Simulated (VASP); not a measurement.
# ScAl (Cmcm) in VASP: electric field gradients with LDA

Aim: the electric field gradients of ScAl with LDA.

Program: VASP 6.6.1. These are calculated values, not measurements. Logs are shortened: lines on timing, memory, paths and dates and some standing lists are left out, and cuts for length are marked.

## (1) The cell of the first run

It takes space group Cmcm (No. 63, orthorhombic). Conventional cell: a = 4.327 Å, b = 10.500 Å, c = 3.771 Å, α = 90.00°, β = 90.00°, γ = 90.00°. Sc (site symmetry m2m) has 7 Al at 2.92 to 3.16 Å and 8 Sc at 3.41 to 3.77 Å within 3.8 Å. Al (site symmetry m2m) has 2 Al at 2.59 Å and 7 Sc at 2.92 to 3.16 Å within 3.4 Å.

## (2) Electric field gradients, LDA

Input file INCAR:

```
ALGO = Normal
EDIFF = 1E-8
ENCUT = 520
ISIF = 2
ISMEAR = -1
LASPH = True
LCHARG = False
LEFG = True
LREAL = False
LWAVE = False
NBANDS = 22
NELM = 60
PREC = Accurate
SIGMA = 0.05
```

Input file KPOINTS:

```
k-points
0
Gamma
  10 10 11
```

Input file POSCAR:

```
ScAl
1.0
    2.1633990000     -5.2502190000      0.0000000000
    2.1633990000      5.2502190000      0.0000000000
    0.0000000000      0.0000000000      3.7712920000
Sc Al
2 2
Direct
    0.8646810000      0.1353190000      0.7500000000
    0.1353190000      0.8646810000      0.2500000000
    0.5845050000      0.4154950000      0.7500000000
    0.4154950000      0.5845050000      0.2500000000
```

Potentials or basis: VASP PAW LDA potentials, release 64 (Sc_sv, Al).

Launch:

```
> cat potpaw_LDA.64/Sc_sv/POTCAR potpaw_LDA.64/Al/POTCAR > POTCAR
> mpirun -np 1 vasp_std > vasp.out
```

OUTCAR:

```text
EDIFF = 1E-8
   ENCUT = 520
   ISIF = 2
   ISMEAR = -1
   LASPH = True
   LREAL = False
   NELM = 60
   PREC = Accurate

 ion  position               nearest neighbor table
   1  0.865  0.135  0.750-   4 2.92   4 2.92   4 2.92   4 2.92   3 2.94   3 3.16   3 3.16   2 3.41
                             2 3.41
   2  0.135  0.865  0.250-   3 2.92   3 2.92   3 2.92   3 2.92   4 2.94   4 3.16   4 3.16   1 3.41
                             1 3.41
   3  0.585  0.415  0.750-   4 2.59   4 2.59   2 2.92   2 2.92   2 2.92   2 2.92   1 2.94   1 3.16
                             1 3.16
   4  0.415  0.585  0.250-   3 2.59   3 2.59   1 2.92   1 2.92   1 2.92   1 2.92   2 2.94   2 3.16
                             2 3.16

  LATTYP: Found a base centered orthorhombic cell.
 ALAT       =     4.3267980000
 B/A-ratio  =     2.4268380451
 C/A-ratio  =     0.8716126799

  Lattice vectors:

 A1 = (   2.1633990000,  -5.2502190000,   0.0000000000)
 A2 = (   2.1633990000,   5.2502190000,   0.0000000000)
 A3 = (   0.0000000000,   0.0000000000,   3.7712920000)

Analysis of symmetry for initial positions (statically):
=====================================================================
 Subroutine PRICEL returns:
 Original cell was already a primitive cell.

 Routine SETGRP: Setting up the symmetry group for a
 base centered orthorhombic supercell.

 Subroutine GETGRP returns: Found  8 space group operations
 (whereof  4 operations were pure point group operations)
 out of a pool of  8 trial point group operations.

The static configuration has the point symmetry C_2h.
 The point group associated with its full space group is D_2h.

Analysis of symmetry for dynamics (positions and initial velocities):
=====================================================================
 Subroutine PRICEL returns:
 Original cell was already a primitive cell.

 Routine SETGRP: Setting up the symmetry group for a
 base centered orthorhombic supercell.

 Subroutine GETGRP returns: Found  8 space group operations
 (whereof  4 operations were pure point group operations)
 out of a pool of  8 trial point group operations.

The dynamic configuration has the point symmetry C_2h.
 The point group associated with its full space group is D_2h.

 Subroutine INISYM returns: Found  8 space group operations
 (whereof  4 operations are pure point group operations),
 and found     1 'primitive' translations
[... 140 lines left out ...]
  ext. energy  EPLUGINS =         0.00000000
  ---------------------------------------------------
  free energy    TOTEN  =       -23.07331146 eV

  energy without entropy =      -23.04421961  energy(sigma->0) =      -23.05876553

 E-fermi :   4.3749     XC(G=0): -10.0299

 val. band max:        4.3710359309   @ k =   0.5000   0.5000   0.0909
 cond. band min:       4.3782369918   @ k =   0.2000   0.0000   0.4545
 fundamental gap:      0.0072010608
 Fermi energy:         4.3749082700

 k-point     1 :       0.0000    0.0000    0.0000
  band No.  band energies     occupation
      1     -44.4670      2.00000
      2     -44.4478      2.00000
      3     -23.4990      2.00000
      4     -23.4471      2.00000
      5     -23.4341      2.00000
      6     -23.4073      2.00000
[... 589 lines left out ...]
     21       7.2348      0.00000
     22       8.2782      0.00000

 [... further k-points ...]
[... 5 lines left out ...]
  --------------------------------------------------------------------------------------
  -------------------------------------------------------------------------------------
  Total       -2.6675636     -2.0906739     -1.9131374      0.0000000      0.0000000      0.0000000
  in kB      -49.8874338    -39.0987323    -35.7785339      0.0000000      0.0000000      0.0000000
  external PRESSURE =     -41.5882333 kB  Pullay stress =       0.0000000 kB

 VOLUME and BASIS-vectors are now :
 -----------------------------------------------------------------------------
  energy-cutoff  :      520.00
  volume of cell :       85.67
      direct lattice vectors                 reciprocal lattice vectors
     2.163399000 -5.250219000  0.000000000     0.231117792 -0.095234123  0.000000000
     2.163399000  5.250219000  0.000000000     0.231117792  0.095234123  0.000000000
     0.000000000  0.000000000  3.771292000     0.000000000  0.000000000  0.265161117

 POSITION                                       TOTAL-FORCE (eV/Angst)
 -----------------------------------------------------------------------------------
      2.16340     -3.82931      2.82847         0.000000     -0.047323      0.000000
      2.16340      3.82931      0.94282         0.000000      0.047323      0.000000
      2.16340     -0.88734      2.82847         0.000000     -0.044636     -0.000000
      2.16340      0.88734      0.94282         0.000000      0.044636     -0.000000
 -----------------------------------------------------------------------------------
    total drift:                                0.000000     -0.000000     -0.000000

  FREE ENERGIE OF THE ION-ELECTRON SYSTEM (eV)
  ---------------------------------------------------
  free  energy   TOTEN  =       -23.0733114595 eV

  energy  without entropy=      -23.0442196054  energy(sigma->0) =      -23.05876553

 Electric field gradients (V/A^2)
---------------------------------------------------------------------
 ion       V_xx      V_yy      V_zz      V_xy      V_xz      V_yz
---------------------------------------------------------------------
   1       9.782    -5.320    -4.462    -0.000    -0.000     0.000
   2       9.782    -5.320    -4.462    -0.000     0.000     0.000
   3      -9.214    -4.393    13.607     0.000     0.000     0.000
   4      -9.214    -4.393    13.607    -0.000    -0.000     0.000
---------------------------------------------------------------------

 Electric field gradients after diagonalization (V/A^2)
 (convention: |V_zz| > |V_xx| > |V_yy|)
----------------------------------------------------------------------
 ion       V_xx      V_yy      V_zz     asymmetry (V_yy - V_xx)/ V_zz
----------------------------------------------------------------------
   1      -5.320    -4.462     9.782       0.088
   2      -5.320    -4.462     9.782       0.088
   3      -9.214    -4.393    13.607       0.354
   4      -9.214    -4.393    13.607       0.354
----------------------------------------------------------------------

           NMR quadrupolar parameters

 Cq : quadrupolar parameter    Cq=e*Q*V_zz/h
 eta: asymmetry parameters     (V_yy - V_xx)/ V_zz
 Q  : nuclear electric quadrupole moment in mb (millibarn)
----------------------------------------------------------------------
 ion       Cq(MHz)       eta       Q (mb)
----------------------------------------------------------------------
   1       0.024       0.088       1.000
   2       0.024       0.088       1.000
   3       0.033       0.354       1.000
   4       0.033       0.354       1.000
----------------------------------------------------------------------
```

Run time: 4.7 min. Hardware: 1 thread of Intel Xeon Platinum 8488C (Sapphire Rapids), shared host; peak memory 0.41 GiB.

Results:

```
Free energy                             : -23.0733 eV
Pressure                                : -4.2 GPa
Largest force                           : 0.047 eV/Å
Band gap on the k mesh                  : zero (bands 14 and 15 overlap by 1.18 eV)
Largest electric field gradient by atom : Sc +9.8; Al +13.6 V/Å²
```

Forces on the atoms (eV/Å):
```
Sc   0.000 -0.047  0.000
Sc   0.000  0.047  0.000
Al   0.000 -0.045  0.000
Al   0.000  0.045  0.000
```

Levels at points of the mesh, in eV from the Fermi level:
```
           k point  band 11  band 12  band 13  band 14  band 15  band 16  band 17  band 18
(0.00, 0.00, 0.00)    -1.72    -0.68    -0.28     0.36     0.87     1.03     1.92     1.95
(0.50, 0.00, 0.00)    -2.42    -2.04    -0.36     0.08     1.07     1.19     1.85     1.93
(0.50, 0.50, 0.00)    -0.68    -0.49     0.03     0.38     0.65     1.25     1.50     1.76
```

Electric field gradients, principal values (V/Å²):
```tsv
atom	least	middle	greatest (by size)
1 Sc	-4.462	-5.320	9.782
2 Sc	-4.462	-5.320	9.782
3 Al	-4.393	-9.214	13.607
4 Al	-4.393	-9.214	13.607
```

Caveat: the cell stands under tension; without QUAD_EFG the Cq values of the log hold for a quadrupole moment of 1 mb, not for the nuclei.
